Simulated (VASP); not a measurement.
**CsH: single point with LDA**

CsH:

```
Cs H
1.0
     3.04027    3.04027    0.00000
    -3.04027    3.04027    0.00000
     0.00000    0.00000    6.46837
Cs H
2 2
Direct
  0.00000 0.00000 0.00000
  0.50000 0.50000 0.50000
  0.50000 0.50000 0.00000
  0.00000 0.00000 0.50000
```

```yaml
Program: VASP 6.6.1
Task: single point
Functional: LDA
Potentials_or_basis: VASP PAW LDA potentials, release 64 (Cs_sv, H)
Cutoff: 520 eV
k_mesh: 6 × 6 × 6
Occupations: gaussian, width 0.02 eV
Spin: no spin polarisation
```

```yaml
Pressure: -0.4 GPa
Band_gap_on_the_k_mesh: 1.79 eV
```

Stress tensor (GPa, compression positive):
```
 0.07  0.00  0.00
 0.00  0.07  0.00
 0.00  0.00 -1.43
```

Levels at points of the mesh, in eV from the valence-band top:
| k point | band 7 | band 8 | band 9 | band 10 | band 11 | band 12 | band 13 | band 14 |
| --- | --- | --- | --- | --- | --- | --- | --- | --- |
| (0.00, 0.00, 0.00) | -7.85 | -7.85 | -2.07 | -1.49 | 2.77 | 4.73 | 5.07 | 5.07 |
| (0.50, 0.00, 0.00) | -7.94 | -7.94 | -0.40 | -0.40 | 2.95 | 2.95 | 3.63 | 3.63 |
| (0.50, 0.50, 0.00) | -8.24 | -8.24 | -1.50 | -1.50 | 2.60 | 2.60 | 5.79 | 5.79 |
| (0.00, 0.00, 0.50) | -8.01 | -8.01 | -1.34 | -1.34 | 3.50 | 3.50 | 3.87 | 3.87 |
| (0.50, 0.00, 0.50) | -7.93 | -7.93 | 0.00 | 0.00 | 1.79 | 1.79 | 4.26 | 4.26 |
| (0.50, 0.50, 0.50) | -8.28 | -8.28 | -1.10 | -1.10 | 3.89 | 3.89 | 3.89 | 3.89 |

Run time: 43 s on 1 thread of Intel(R) Xeon(R) Platinum 8559C (Emerald Rapids), with other jobs on the host, peak memory 0.22 GiB.

Caveat: spin-orbit coupling is left out, which moves the levels of the heavy elements. A k mesh can miss the band edges.
